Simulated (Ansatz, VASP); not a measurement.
## Two plane-wave programs on Mg

```
Mg
1.0
     3.19956    0.00000    0.00000
     0.00000    5.18089    0.00000
     0.00000    0.00000   19.69450
Mg
4
Direct
  0.00000 0.75000 0.41472
  0.50000 0.25000 0.44559
  0.50000 0.75000 0.55441
  0.00000 0.25000 0.58528
```

Alike in both runs: functional PBE; k mesh 13 × 8 × 1; occupations fermi-dirac, width 0.08 eV; no spin polarisation.

Ansatz relaxed the structure, and its values are those at the end. VASP's run is a single point on that final structure, the one shown.

|  | VASP | Ansatz |
| --- | --- | --- |
| version | VASP 6.6.1 | Ansatz 0.2.0 |
| potentials or method | VASP PAW PBE potentials, release 64 (Mg) | PAW with Ansatz's default frozen-core files, scalar-relativistic |
| plane-wave cutoff (eV) | 520 | 420 |
| valence electrons in the cell | 8 | 40 |

```tsv
	VASP	Ansatz	Ansatz less VASP
rms of the force components (eV/Å)	0.004	0.002	-0.0020
```

VASP's potentials hold 8 valence electrons a cell and Ansatz's 40, so a difference there can come from the potentials and not from the codes. Ansatz's warnings: stress scf threshold loose.
